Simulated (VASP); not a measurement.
A run of VASP 6.6.1:

The input POSCAR:

```
FeNiO3
1.0
    2.2623583300     -4.3348552900      0.0000000000
    0.0000000000      2.7577846800     -4.0378046000
    3.0217889500      4.3348552900      0.0000000000
O Ni Fe
6 2 2
Direct
    0.5300000000      0.7850000000      0.6700000000
    0.2150000000      0.0750000000      0.6700000000
    0.9250000000      0.4700000000      0.6700000000
    0.4700000000      0.2150000000      0.3300000000
    0.7850000000      0.9250000000      0.3300000000
    0.0750000000      0.5300000000      0.3300000000
    0.1420000000      0.8580000000      0.4260000000
    0.8580000000      0.1420000000      0.5740000000
    0.3520000000      0.6480000000      0.0560000000
    0.6480000000      0.3520000000      0.9440000000
```

File INCAR.step1:

```
SYSTEM = FeNiO3
PREC = Accurate
ENCUT = 520
ISMEAR = -1
SIGMA = 0.1
LREAL = .False.
LASPH = .True.
NELM = 100
NBANDS = 47
GGA = PE
ALGO = Normal
EDIFF = 1E-4
LWAVE = .True.
LCHARG = .False.
```

File INCAR.step2:

```
SYSTEM = FeNiO3
PREC = Accurate
ENCUT = 520
EDIFF = 1E-6
ISMEAR = -1
SIGMA = 0.1
LREAL = .False.
LASPH = .True.
NELM = 100
ALGO = Normal
ISIF = 2
LWAVE = .False.
LCHARG = .False.
METAGGA = R2SCAN
LMIXTAU = .True.
NBANDS = 47
ISTART = 1
```

The input KPOINTS:

```
Automatic mesh
0
Gamma
  5 5 5
  0 0 0
```

Potentials or basis: VASP PAW PBE potentials, release 64 (O, Ni, Fe).

Command:

```bash
$ cat potpaw_PBE.64/O/POTCAR potpaw_PBE.64/Ni/POTCAR potpaw_PBE.64/Fe/POTCAR > POTCAR
$ cp INCAR.step1 INCAR
$ mpirun -np 1 vasp_std > vasp.out
$ cp INCAR.step2 INCAR
$ mpirun -np 1 vasp_std > vasp.out
```

Hardware: 1 thread of Intel(R) Xeon(R) 6975P-C (Granite Rapids), on a shared host.

Question: How long does it take, and how much memory?

Answer: Wall time 3.1 min on 1 thread of Intel(R) Xeon(R) 6975P-C (Granite Rapids), on a shared host, peak memory 0.28 GiB. Counts: k points 23.
